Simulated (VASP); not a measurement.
A run of VASP 6.6.1 is set up as follows.

The input INCAR:

```
  PREC = Accurate
  ENCUT = 520
  EDIFF = 1E-7
  ISMEAR = 1
  SIGMA = 0.1
  LREAL = False
  LASPH = True
  NELM = 60
  ALGO = Normal
  ISIF = 2
  LWAVE = False
  LCHARG = False
  GGA = PS
  NBANDS = 16
```

KPOINTS

```
Automatic mesh
0
Gamma
  6 6 6
```

The input POSCAR:

```
YS
1.0
    0.0000000000      2.7436500000      2.7436500000
    2.7436500000      0.0000000000      2.7436500000
    2.7436500000      2.7436500000      0.0000000000
Y S
1 1
Direct
    0.5000000000      0.5000000000      0.5091585131
    0.0000000000      0.0000000000      0.0090654869
```

Potentials or basis: VASP PAW PBE potentials, release 64 (Y_sv, S).

Run with:

```sh
$ cat potpaw_PBE.64/Y_sv/POTCAR potpaw_PBE.64/S/POTCAR > POTCAR
$ mpirun -np 1 vasp_std > vasp.out
```

Problem. Estimate the pressure.

Solution. -1.6 GPa.

Forces on the atoms (eV/Å):
```
Y   -0.002 -0.002  0.000
S    0.002  0.002  0.000
```

Caveat: the PAW data sets were made with another functional, which shifts forces and pressure a little.
